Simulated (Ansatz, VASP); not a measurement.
**SnO2: VASP beside Ansatz**

```xyz
3
Lattice="1.5621 0.9019 4.7815 -1.5621 0.9019 4.7815 0.0000 -1.8038 4.7815" Properties=species:S:1:pos:R:3 pbc="T T T"
Sn    0.0000    0.0000    7.1722
O     0.0000    0.0000    3.4753
O     0.0000    0.0000   10.8692
```

Alike in both runs: task single point; functional PBE; k mesh 12 × 12 × 12; occupations gaussian, width 0.02 eV; no spin polarisation.

|  | VASP | Ansatz |
| --- | --- | --- |
| version | VASP 6.6.1 | Ansatz 0.2.0 |
| potentials or method | VASP PAW PBE potentials, release 64 (Sn_d, O), cutoff 520 eV | scalar-relativistic, plane waves, PAW |
| valence electrons in the cell | 26 | 26 |

Ansatz gave:

* gap on the k mesh at the Fermi level (eV): 2.37
* least direct gap on the mesh (eV): 2.46
* pressure (GPa): 6.7
* traceless stress, the component that is largest in VASP (GPa): -9.10
* rms of the force components (eV/Å): 0.221

Problem. What did VASP give for the same quantities?

Solution. gap on the k mesh at the Fermi level (eV): 2.34; least direct gap on the mesh (eV): 2.43; pressure (GPa): 7.3; traceless stress, the component that is largest in VASP (GPa): -9.43; rms of the force components (eV/Å): 0.191.

Atom by atom the forces differ by 0.030 eV/Å (rms over components). The functional is the same, so the differences come from potentials, cutoffs and numerics.
